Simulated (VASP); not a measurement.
Crystal: MgO.

```
CELL_PARAMETERS angstrom
2.51763 0.00000 0.00000
0.00000 2.51763 0.00000
0.00000 0.00000 2.51763
ATOMIC_POSITIONS crystal
Mg 0.00000 0.00000 0.00000
O 0.50000 0.50000 0.50000
```

This cell differs from its parent crystal: strain -4.0%.

Base run:

- Program: VASP 6.6.1
- Functional: r2SCAN
- Potentials or basis: VASP PAW PBE potentials, release 64 (Mg, O)
- Cutoff: 520 eV
- k mesh: 10 × 10 × 10
- Occupations: gaussian, width 0.01 eV
- Spin: no spin polarisation

Its results: band gap on the k mesh 4.77 eV, indirect (least direct gap 5.98 eV); pressure 23.7 GPa.

Question: The run is repeated on the same cell with these changes: functional from r2SCAN to PBE; occupations from gaussian, width 0.01 eV to fermi-dirac, width 0.02 eV. What comes out?

Answer: Band gap on the k mesh 3.88 eV, indirect (least direct gap 5.05 eV); pressure 31.2 GPa.

Caveats: the PAW data sets were made with another functional, which shifts forces and pressure a little (some runs).

A k mesh can miss the band edges.
